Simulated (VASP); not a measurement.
# K2RbMoF6 (Fm-3m) in VASP: single point with PBE

Aim: the single point of K2RbMoF6 with PBE.

Program: VASP 6.6.1. These are calculated values, not measurements. Logs are shortened: lines on timing, memory, paths and dates and some standing lists are left out, and cuts for length are marked.

### 1 The cell of the first run

The structure is cubic, space group Fm-3m (No. 225). The conventional cell has a = 9.405 Å, b = 9.405 Å, c = 9.405 Å, α = 90.00°, β = 90.00°, γ = 90.00°. K (site symmetry -43m) has 12 F at 3.34 Å and 4 Rb at 4.07 Å and 4 Mo at 4.07 Å within 4.4 Å. Within 3.5 Å of Rb (site symmetry m-3m) lie 6 F at 2.63 Å. Within 2.7 Å of Mo (site symmetry m-3m) lie 6 F at 2.07 Å. F (site symmetry 4mm) has 1 Mo at 2.07 Å and 1 Rb at 2.63 Å within 2.7 Å.

### 2 Single point, PBE

INCAR reads:

```
ALGO = Normal
EDIFF = 1E-6
ENCUT = 520
GGA = PE
ISIF = 2
ISMEAR = 0
LASPH = T
LCHARG = F
LREAL = F
LWAVE = F
NBANDS = 52
NELM = 60
PREC = Accurate
SIGMA = 0.05
```

KPOINTS reads:

```
k-points
0
Gamma
  4 4 4
```

POSCAR reads:

```
K2RbMoF6
1.0
    0.0000000000      4.7023900000      4.7023900000
    4.7023900000      0.0000000000      4.7023900000
    4.7023900000      4.7023900000      0.0000000000
K Rb Mo F
2 1 1 6
Direct
    0.7500000000      0.7500000000      0.7500000000
    0.2500000000      0.2500000000      0.2500000000
    0.5000000000      0.5000000000      0.5000000000
    0.0000000000      0.0000000000      0.0000000000
    0.7796420000      0.2203580000      0.2203580000
    0.2203580000      0.2203580000      0.7796420000
    0.2203580000      0.7796420000      0.7796420000
    0.2203580000      0.7796420000      0.2203580000
    0.7796420000      0.2203580000      0.7796420000
    0.7796420000      0.7796420000      0.2203580000
```

Potentials or basis: VASP PAW PBE potentials, release 64 (K_sv, Rb_sv, Mo_sv, F).

Started as:

```
> cat potpaw_PBE.64/K_sv/POTCAR potpaw_PBE.64/Rb_sv/POTCAR potpaw_PBE.64/Mo_sv/POTCAR potpaw_PBE.64/F/POTCAR > POTCAR
> mpirun -np 1 vasp_std > vasp.out
```

OUTCAR:

```text
EDIFF = 1E-6
   ENCUT = 520
   GGA = PE
   ISIF = 2
   ISMEAR = 0
   LASPH = T
   LREAL = F
   NELM = 60
   PREC = Accurate

 ion  position               nearest neighbor table
   1  0.750  0.750  0.750-   3 4.07   3 4.07   3 4.07   3 4.07
   2  0.250  0.250  0.250-   3 4.07   3 4.07   3 4.07   3 4.07
   3  0.500  0.500  0.500-   5 2.63   6 2.63   7 2.63   8 2.63   9 2.63  10 2.63   2 4.07   2 4.07
                             1 4.07   2 4.07   2 4.07   1 4.07   1 4.07   1 4.07
   4  0.000  0.000  0.000-   5 2.07   6 2.07   7 2.07   8 2.07   9 2.07  10 2.07
   5  0.780  0.220  0.220-   4 2.07   3 2.63
   6  0.220  0.220  0.780-   4 2.07   3 2.63
   7  0.220  0.780  0.780-   4 2.07   3 2.63
   8  0.220  0.780  0.220-   4 2.07   3 2.63
   9  0.780  0.220  0.780-   4 2.07   3 2.63
  10  0.780  0.780  0.220-   4 2.07   3 2.63

  LATTYP: Found a face centered cubic cell.
 ALAT       =     9.4047800000

  Lattice vectors:

 A1 = (   0.0000000000,   4.7023900000,   4.7023900000)
 A2 = (   4.7023900000,   0.0000000000,   4.7023900000)
 A3 = (   4.7023900000,   4.7023900000,   0.0000000000)

Analysis of symmetry for initial positions (statically):
=====================================================================
 Subroutine PRICEL returns:
 Original cell was already a primitive cell.

 Routine SETGRP: Setting up the symmetry group for a
 face centered cubic supercell.

 Subroutine GETGRP returns: Found 48 space group operations
 (whereof 48 operations were pure point group operations)
 out of a pool of 48 trial point group operations.

The static configuration has the point symmetry O_h .

Analysis of symmetry for dynamics (positions and initial velocities):
=====================================================================
 Subroutine PRICEL returns:
 Original cell was already a primitive cell.

 Routine SETGRP: Setting up the symmetry group for a
 face centered cubic supercell.

 Subroutine GETGRP returns: Found 48 space group operations
 (whereof 48 operations were pure point group operations)
 out of a pool of 48 trial point group operations.

The dynamic configuration has the point symmetry O_h .

 Subroutine INISYM returns: Found 48 space group operations
 (whereof 48 operations are pure point group operations),
 and found     1 'primitive' translations

----------------------------------------------------------------------------------------

                                     Primitive cell

  volume of cell :     207.9629

  direct lattice vectors                    reciprocal lattice vectors
     0.000000000  4.702390000  4.702390000    -0.106328909  0.106328909  0.106328909
     4.702390000  0.000000000  4.702390000     0.106328909 -0.106328909  0.106328909
     4.702390000  4.702390000  0.000000000     0.106328909  0.106328909 -0.106328909

  length of vectors
     6.650183714  6.650183714  6.650183714     0.184167073  0.184167073  0.184167073

  position of ions in fractional coordinates (direct lattice)
     0.750000000  0.750000000  0.750000000
     0.250000000  0.250000000  0.250000000
     0.500000000  0.500000000  0.500000000
     0.000000000  0.000000000  0.000000000
     0.779642000  0.220358000  0.220358000
     0.220358000  0.220358000  0.779642000
     0.220358000  0.779642000  0.779642000
     0.220358000  0.779642000  0.220358000
     0.779642000  0.220358000  0.779642000
     0.779642000  0.779642000  0.220358000

  ion indices of the primitive-cell ions
   primitive index   ion index
                 1           1
                 2           2
                 3           3
                 4           4
                 5           5
                 6           6
                 7           7
                 8           8
                 9           9
                10          10

----------------------------------------------------------------------------------------

 KPOINTS: k-points

Automatic generation of k-mesh.
 Grid dimensions read from file:
 generate k-points for:    4    4    4

 Generating k-lattice:

  Cartesian coordinates                     Fractional coordinates (reciprocal lattice)
    -0.026582227  0.026582227  0.026582227     0.250000000  0.000000000  0.000000000
     0.026582227 -0.026582227  0.026582227     0.000000000  0.250000000  0.000000000
     0.026582227  0.026582227 -0.026582227     0.000000000  0.000000000  0.250000000

  Length of vectors
     0.046041768  0.046041768  0.046041768

  Shift w.r.t. Gamma in fractional coordinates (k-lattice)
     0.000000000  0.000000000  0.000000000

 Subroutine IBZKPT returns following result:
 ===========================================

 Found      8 irreducible k-points:

 Following reciprocal coordinates:
            Coordinates               Weight
  0.000000  0.000000  0.000000      1.000000
  0.250000  0.000000  0.000000      8.000000
  0.500000  0.000000  0.000000      4.000000
  0.250000  0.250000  0.000000      6.000000
  0.500000  0.250000  0.000000     24.000000
 -0.250000  0.250000  0.000000     12.000000
  0.500000  0.500000  0.000000      3.000000
 -0.250000  0.500000  0.250000      6.000000
   k-points           NKPTS =      8   k-points in BZ     NKDIM =      8   number of bands    NBANDS=     52
   number of dos      NEDOS =    301   number of ions     NIONS =     10
   total plane-waves  NPLWV = 125000
   dimension x,y,z NGX =    50 NGY =   50 NGZ =   50
   dimension x,y,z NGXF=   100 NGYF=  100 NGZF=  100
   ions per type =               2   1   1   6
   NGX,Y,Z   is equivalent  to a cutoff of  12.50, 12.50, 12.50 a.u.
   NGXF,Y,Z  is equivalent  to a cutoff of  25.00, 25.00, 25.00 a.u.
 SYSTEM =  unknown system
   PREC   = accura    normal or accurate (medium, high low for compatibility)
   ISTART =      0    job   : 0-new  1-cont  2-samecut
   ICHARG =      2    charge: 1-file 2-atom 10-const
   ISPIN  =      1    spin polarized calculation?
   LNONCOLLINEAR =      F non collinear calculations
   LSORBIT =      F    spin-orbit coupling
   LASPH  =      T    aspherical Exc in radial PAW
   ENCUT  =  520.0 eV  38.22 Ry    6.18 a.u.  12.36 12.36 12.36*2*pi/ulx,y,z
   NELM   =     60;   NELMIN=  2; NELMDL= -5     # of ELM steps
   EDIFF  = 0.1E-05   stopping-criterion for ELM
   LREAL  =      F    real-space projection
   EDIFFG = 0.1E-04   stopping-criterion for IOM
   NSW    =      0    number of steps for IOM
   IBRION =     -1    ionic relax: 0-MD 1-quasi-New 2-CG
   NFREE  =      0    steps in history (QN), initial steepest desc. (CG)
   ISIF   =      2    stress and relaxation
   ISYM   =      2    0-nonsym 1-usesym 2-fastsym
   POTIM  = 0.5000    time-step for ionic-motion
   TEBEG  =    0.0;   TEEND  =   0.0 temperature during run
   PSTRESS=    0.0 pullay stress
   NELECT =      83.0000    total number of electrons
   NUPDOWN=      -1.0000    fix difference up-down
   EMIN   =  10.00;   EMAX   =-10.00  energy-range for DOS
   EFERMI =   0.00;   METHOD = LEGACY
   ISMEAR =     0;   SIGMA  =   0.05  broadening in eV -4-tet -1-fermi 0-gaus
   EFERMI_NEDOS =   21; number of points for ismear=-14 and -15
   IALGO  =     38    algorithm
   IMIX   =      4    mixing-type and parameters
     AMIX     =   0.40;   BMIX     =  1.00
     AMIX_MAG =   1.60;   BMIX_MAG =  1.00
  volume/ion in A,a.u.               =      20.80       140.34
  Fermi-wavevector in a.u.,A,eV,Ry     =   1.205329  2.277741 19.766784  1.452818
  Thomas-Fermi vector in A             =   2.341028
   LORBIT       =      0    0 simple, 1 ext, 2 COOP (PROOUT), +10 PAW based schemes
   GGA     = PE    functional components
   LHFCALC =     F    Hartree Fock is set to
   AEXX    =    0.0000 exact exchange contribution
   IVDW    =     0    specifies the selected vdW correction
   LEPSILON=     F    determine dielectric tensor
   LRPA    =     F    only Hartree local field effects (RPA)
 non-spin polarized calculation
 Gauss-broadening in eV      SIGMA  =   0.05
  energy-cutoff  :      520.00
  volume of cell :      207.96
 maximum number of plane-waves:      5630
 NGX is ok and might be reduce to    50
   NGX = 25   NGY = 25   NGZ = 25

 number of electron      83.0000087 magnetization

 Free energy of the ion-electron system (eV)
  ---------------------------------------------------
  ext. energy  EPLUGINS =         0.00000000
  ---------------------------------------------------
  free energy    TOTEN  =       -48.84812508 eV

  energy without entropy =      -48.78055132  energy(sigma->0) =      -48.81433820

 E-fermi :   2.6799     XC(G=0):  -7.9825

 val. band max:        2.6774001053   @ k =  -0.2500   0.2500   0.0000
 cond. band min:       2.6804956491   @ k =   0.5000   0.0000   0.0000
 fundamental gap:      0.0030955439
 Fermi energy:         2.6799073928

 k-point     1 :       0.0000    0.0000    0.0000
  band No.  band energies     occupation
      1     -59.5027      2.00000
      2     -33.6830      2.00000
      3     -33.6830      2.00000
      4     -33.6830      2.00000
      5     -29.9176      2.00000
      6     -29.9136      2.00000
[... 44 lines left out ...]
     51       6.7675      0.00000
     52       7.1001      0.00000

 k-point     2 :       0.2500    0.0000    0.0000
  band No.  band energies     occupation
      1     -59.5027      2.00000
      2     -33.6830      2.00000
      3     -33.6830      2.00000
      4     -33.6830      2.00000
      5     -29.9169      2.00000
      6     -29.9141      2.00000
[... 44 lines left out ...]
     51       6.9535      0.00000
     52       7.0388      0.00000

 k-point     3 :       0.5000    0.0000    0.0000
  band No.  band energies     occupation
      1     -59.5027      2.00000
      2     -33.6830      2.00000
      3     -33.6830      2.00000
      4     -33.6830      2.00000
      5     -29.9154      2.00000
      6     -29.9154      2.00000
[... 44 lines left out ...]
     51       6.9718      0.00000
     52       7.0174      0.00000

 k-point     4 :       0.2500    0.2500    0.0000
  band No.  band energies     occupation
      1     -59.5027      2.00000
      2     -33.6830      2.00000
      3     -33.6830      2.00000
      4     -33.6830      2.00000
      5     -29.9168      2.00000
      6     -29.9141      2.00000
[... 44 lines left out ...]
     51       6.9337      0.00000
     52       6.9357      0.00000

 k-point     5 :       0.5000    0.2500    0.0000
  band No.  band energies     occupation
      1     -59.5027      2.00000
      2     -33.6830      2.00000
      3     -33.6830      2.00000
      4     -33.6830      2.00000
      5     -29.9159      2.00000
      6     -29.9149      2.00000
[... 44 lines left out ...]
     51       6.9932      0.00000
     52       7.1766      0.00000

 k-point     6 :      -0.2500    0.2500    0.0000
  band No.  band energies     occupation
      1     -59.5027      2.00000
      2     -33.6830      2.00000
      3     -33.6830      2.00000
      4     -33.6830      2.00000
      5     -29.9161      2.00000
      6     -29.9148      2.00000
[... 44 lines left out ...]
     51       6.8675      0.00000
     52       7.2385      0.00000

 k-point     7 :       0.5000    0.5000    0.0000
  band No.  band energies     occupation
      1     -59.5027      2.00000
      2     -33.6830      2.00000
      3     -33.6830      2.00000
      4     -33.6830      2.00000
      5     -29.9160      2.00000
      6     -29.9147      2.00000
[... 44 lines left out ...]
     51       7.1327      0.00000
     52       7.1327      0.00000

 k-point     8 :      -0.2500    0.5000    0.2500
  band No.  band energies     occupation
      1     -59.5027      2.00000
      2     -33.6830      2.00000
      3     -33.6830      2.00000
      4     -33.6830      2.00000
      5     -29.9154      2.00000
      6     -29.9154      2.00000
[... 44 lines left out ...]
     51       6.8416      0.00000
     52       7.2950      0.00000

------------------------ aborting loop because EDIFF is reached ----------------------------------------

  FORCE on cell =-STRESS in cart. coord.  units (eV):
  Direction    XX          YY          ZZ          XY          YZ          ZX
  --------------------------------------------------------------------------------------
  -------------------------------------------------------------------------------------
  Total       -1.2063212     -1.2063212     -1.2063212     -0.0000000     -0.0000000      0.0000000
  in kB       -9.2936775     -9.2936775     -9.2936775     -0.0000000     -0.0000000      0.0000000
  external PRESSURE =      -9.2936775 kB  Pullay stress =       0.0000000 kB

 VOLUME and BASIS-vectors are now :
 -----------------------------------------------------------------------------
  energy-cutoff  :      520.00
  volume of cell :      207.96
      direct lattice vectors                 reciprocal lattice vectors
     0.000000000  4.702390000  4.702390000    -0.106328909  0.106328909  0.106328909
     4.702390000  0.000000000  4.702390000     0.106328909 -0.106328909  0.106328909
     4.702390000  4.702390000  0.000000000     0.106328909  0.106328909 -0.106328909

 POSITION                                       TOTAL-FORCE (eV/Angst)
 -----------------------------------------------------------------------------------
      7.05358      7.05358      7.05358         0.000000     -0.000000      0.000000
      2.35120      2.35120      2.35120        -0.000000      0.000000     -0.000000
      4.70239      4.70239      4.70239         0.000000      0.000000     -0.000000
      0.00000      0.00000      0.00000         0.000000      0.000000      0.000000
      2.07242      4.70239      4.70239        -0.216121      0.000000      0.000000
      4.70239      4.70239      2.07242         0.000000      0.000000     -0.216121
      7.33236      4.70239      4.70239         0.216121      0.000000      0.000000
      4.70239      2.07242      4.70239         0.000000     -0.216121      0.000000
      4.70239      7.33236      4.70239         0.000000      0.216121      0.000000
      4.70239      4.70239      7.33236         0.000000      0.000000      0.216121
 -----------------------------------------------------------------------------------
    total drift:                                0.000000      0.000000      0.000000

  FREE ENERGIE OF THE ION-ELECTRON SYSTEM (eV)
  ---------------------------------------------------
  free  energy   TOTEN  =       -48.8481250848 eV

  energy  without entropy=      -48.7805513167  energy(sigma->0) =      -48.81433820
```

Run time: 1.9 min. Hardware: 1 thread of AMD EPYC 7R43 (Zen 3), shared host; peak memory 0.35 GiB.

Results:

* Free energy: -48.8481 eV
* Pressure: -0.9 GPa
* Largest force: 0.216 eV/Å

Forces in eV/Å, atoms in the order of the input:
```
K    0.000  0.000  0.000
K    0.000  0.000  0.000
Rb   0.000  0.000  0.000
Mo   0.000  0.000  0.000
F   -0.216  0.000  0.000
F    0.000  0.000 -0.216
F    0.216  0.000  0.000
F    0.000 -0.216  0.000
F    0.000  0.216  0.000
F    0.000  0.000  0.216
```

Levels at points of the mesh, in eV from the Fermi level:
| k point | band 39 | band 40 | band 41 | band 42 | band 43 | band 44 |
| --- | --- | --- | --- | --- | --- | --- |
| (0.00, 0.00, 0.00) | -5.57 | -5.57 | -0.07 | -0.07 | -0.07 | 0.28 |
| (0.50, 0.00, 0.00) | -5.66 | -5.64 | 0.00 | 0.01 | 0.01 | 2.03 |
| (0.50, 0.50, 0.00) | -5.78 | -5.58 | -0.05 | 0.04 | 0.04 | 2.11 |

Caveat: an odd number of electrons without spin polarisation forces a metal; a magnetic or distorted state may lie lower.
